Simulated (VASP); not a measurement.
Runs of VASP 6.6.1 on GdMn. The structure is that of space group Pm-3m (No. 221), or close to it. The cells are those of the table. 

```tsv
level	U	cell	k mesh	gap on the mesh (eV)	pressure (GPa)	moment (μB)
PBEsol	-	a = 3.448 Å, 2 atoms	10 × 10 × 10	none	0.1	4.15
PBEsol	-	a = 3.424 Å, 2 atoms	10 × 10 × 10	none	(c)	4.34
PBEsol+U	Mn d U = 5.0 eV	a = 3.448 Å, 2 atoms	10 × 10 × 10	none	13.9	(b)
PBEsol	-	a = 3.448 Å, 2 atoms	10 × 10 × 10, shifted	none	(a)	4.15
PBEsol	-	a = 3.401 Å, 2 atoms	10 × 10 × 10	none	1.4	4.48
PBEsol	-	a = 3.470 Å, 2 atoms	10 × 10 × 10	none	-0.9	4.10
PBEsol	-	a = 3.551, b = 3.448, c = 3.448 Å, 2 atoms	10 × 10 × 10	none	-1.3	4.07
PBEsol+U	Mn d U = 1.0 eV	a = 3.448 Å, 2 atoms	10 × 10 × 10	none	4.2	3.69
```

Alike in all rows: task single point; potentials or basis VASP PAW PBE potentials, release 64 (Gd, Mn_pv); spin collinear, ferrimagnetic start; cutoff (eV) 520; smearing gaussian 0.05 eV.

Problem. Estimate the missing entries.

Solution. (a) -0.1; (b) 2.90; (c) 0.6.

Caveats: the PAW data sets were made with another functional, which shifts forces and pressure a little; spin-orbit coupling is left out, which moves the levels of the heavy elements; without U or exact exchange the open f shell lies at the Fermi level, which spoils levels, moments and volumes (some runs).

A k mesh can miss the band edges, and the runs leave out spin-orbit coupling on Gd.

A gap of «none» marks levels without a gap at the run's occupations.
